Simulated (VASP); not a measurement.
Input of a VASP 6.6.1 run:

File INCAR:

```
  PREC = Accurate
  ENCUT = 520
  EDIFF = 1E-6
  ISMEAR = -1
  SIGMA = 0.05
  LREAL = F
  LASPH = T
  NELM = 60
  ALGO = Normal
  ISIF = 2
  LWAVE = F
  LCHARG = F
  GGA = CA
  NBANDS = 11
```

File KPOINTS:

```
Automatic mesh
0
Gamma
  13 13 8
```

The input POSCAR:

```
C
1.0
    2.1130425595     -1.2200386853      0.0000000000
    2.1130425595      1.2200386853      0.0000000000
   -1.3698138511      0.0000000000      3.4793204435
C
2
Direct
    0.1666444700      0.1666444700      0.9999069600
    0.8333555300      0.8333555300      0.0000930400
```

Potentials or basis: VASP PAW LDA potentials, release 64 (C).

Command:

```sh
$ cat potpaw_LDA.64/C/POTCAR > POTCAR
$ mpirun -np 1 vasp_std > vasp.out
```

Problem. Estimate the largest force.

Solution. 0.003 eV/Å.

Problem. What does it give for the band gap on the k mesh?

Solution. 0.91 eV, indirect (least direct gap 0.92 eV).

Stress tensor (GPa, compression positive):
```
 3.84  0.00 -0.03
 0.00  3.76  0.00
-0.03  0.00 -1.00
```

 A k mesh can miss the band edges.
